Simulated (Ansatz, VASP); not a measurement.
Ge3S: VASP beside Ansatz

```xyz
8
Lattice="6.4161 0.0000 0.0000 -3.2080 5.5565 0.0000 0.0000 0.0000 4.7347" Properties=species:S:1:pos:R:3 pbc="T T T"
Ge   -2.3879    4.1360    2.3674
Ge   -0.8201    1.4204    0.0000
Ge    2.3879    4.1360    0.0000
Ge    4.7759    0.0000    2.3674
Ge    0.8201    1.4204    2.3674
Ge    1.6402    0.0000    0.0000
S     3.2080    1.8522    3.5510
S     0.0000    3.7043    1.1837
```

Change from the starting cell: species swapped into the Ni3N type (P6_322, No. 182).

Alike in both runs: functional PBE; k mesh 3 × 3 × 4; occupations gaussian, width 0.1 eV; no spin polarisation.

Ansatz relaxed the structure, and its values are those at the end. VASP's run is a single point on that final structure, the one shown.

```csv
,VASP,Ansatz
version,VASP 6.6.1,Ansatz 0.2.0
potentials or method,"VASP PAW PBE potentials, release 64 (Ge_d, S), cutoff 520 eV","scalar-relativistic, plane waves, PAW"
valence electrons in the cell,96,96
```

Ansatz gave:

| Quantity | Value |
| --- | --- |
| gap on the k mesh at the Fermi level (eV) | none |
| pressure (GPa) | 0.2 |
| rms of the force components (eV/Å) | 0.007 |

Q: Which values does VASP return?

A: gap on the k mesh at the Fermi level (eV): none; pressure (GPa): 0.3; rms of the force components (eV/Å): 0.009.

A gap of «none» marks a metal or a gap that the smearing closes. With one functional, cell and mesh, what is left measures potentials, basis and numerics.

The k mesh is coarse, so the values compare programs but aren't converged.
